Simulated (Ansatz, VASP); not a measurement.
GaAs in VASP and in Ansatz

```
As Ga
1.0
     0.00000    2.82685    2.82685
     2.82685    0.00000    2.82685
     2.82685    2.82685    0.00000
As Ga
1 1
Direct
  0.75000 0.75000 0.75000
  0.00000 0.00000 0.00000
```

Alike in both runs: task single point; functional PBE; k mesh 8 × 8 × 8; occupations gaussian, width 0.028 eV; no spin polarisation.

```csv
,VASP,Ansatz
version,VASP 6.6.1,Ansatz 0.2.0
potentials or method,"VASP PAW PBE potentials, release 64 (As, Ga_d), cutoff 520 eV","all-electron LAPW, scalar-relativistic"
```

Ansatz gave:

* gap on the k mesh at the Fermi level (eV): 0.52
* least direct gap on the mesh (eV): 0.52
* pressure (GPa): 3.3

Question: Which values does VASP return?

Answer: gap on the k mesh at the Fermi level (eV): 0.52; least direct gap on the mesh (eV): 0.52; pressure (GPa): 3.4.

Ansatz ran all-electron here, and VASP with PAW potentials.
